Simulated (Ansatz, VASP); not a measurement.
Given: the input of a run of Ansatz 0.2.0 on GaF.

The input input.yaml:

```yaml
crystal:
  lattice:
    - [3.16592, 0.0, 0.0]
    - [0.0, 3.16592, 0.0]
    - [0.0, 0.0, 3.16592]
  atoms:
    - { symbol: Ga, position: [0.0, 0.0, 0.0] }
    - { symbol: F, position: [0.5, 0.5, 0.5] }
hamiltonian:
  xc: { exchange: r2scan, correlation: r2scan, exx: { coeff: 0.5 } }
  pseudopotentials: { kind: paw }
kpoints:
  mp_grid: { grid: [5, 5, 5] }
scf:
  occupations: { method: fermi_dirac, width: 0.05 }
output:
  forces: true
  stress: true
  eigenvalues: true
```

Potentials or basis: Ansatz PAW.

Command:

```sh
$ ansatz run input.yaml --threads 2 --pin off --max-ram 5632MiB --backend cpu --events-out ev --progress --plain --runs-dir out
```

Translate it to VASP 6.6.1. Potentials there: VASP PAW PBE potentials, release 64 (Ga_d, F).

As run (the cutoff follows the program's own potentials):

POSCAR

```
GaF
1.0
    3.1659200000      0.0000000000      0.0000000000
    0.0000000000      3.1659200000      0.0000000000
    0.0000000000      0.0000000000      3.1659200000
Ga F
1 1
Direct
    0.0000000000      0.0000000000      0.0000000000
    0.5000000000      0.5000000000      0.5000000000
```

The input INCAR.step1:

```
SYSTEM = GaF
PREC = Accurate
ENCUT = 520
EDIFF = 1E-5
ISMEAR = -1
SIGMA = 0.05
LREAL = .FALSE.
LASPH = .TRUE.
NELM = 80
ALGO = Normal
ISIF = 2
LWAVE = .TRUE.
NBANDS = 17
GGA = PE
```

The input INCAR.step2:

```
SYSTEM = GaF
PREC = Accurate
ENCUT = 520
EDIFF = 1E-6
ISMEAR = -1
SIGMA = 0.05
LREAL = .FALSE.
LASPH = .TRUE.
NELM = 80
ALGO = Normal
ISIF = 2
LWAVE = .FALSE.
LCHARG = .TRUE.
METAGGA = R2SCAN
LHFCALC = .TRUE.
AEXX = 0.5
LMIXTAU = .TRUE.
PRECFOCK = Normal
LELF = .TRUE.
LVHAR = .TRUE.
NBANDS = 17
ISTART = 1
```

KPOINTS

```
regular mesh
0
G
  5 5 5
  0 0 0
```

Potentials or basis: VASP PAW PBE potentials, release 64 (Ga_d, F).

The run is started by

```sh
$ cat potpaw_PBE.64/Ga_d/POTCAR potpaw_PBE.64/F/POTCAR > POTCAR
$ cp INCAR.step1 INCAR
$ mpirun -np 1 vasp_std > vasp.out
$ cp INCAR.step2 INCAR
$ mpirun -np 1 vasp_std > vasp.out
```

Both were run:

|  | VASP | Ansatz | Ansatz less VASP |
| --- | --- | --- | --- |
| gap on the k mesh at the Fermi level (eV) | 5.03 | 4.96 | -0.074 |
| least direct gap on the mesh (eV) | 6.39 | 6.35 | -0.041 |
| pressure (GPa) | -1.3 | -1.1 | +0.19 |

VASP's potentials were made for PBE, not for r2SCAN-based global hybrid. The functional is the same, so the differences come from potentials, cutoffs and numerics.

Noted on Ansatz's run: odd divisions of the mesh miss points on the zone boundary, where band edges often lie, so the gap on the mesh can be too wide.
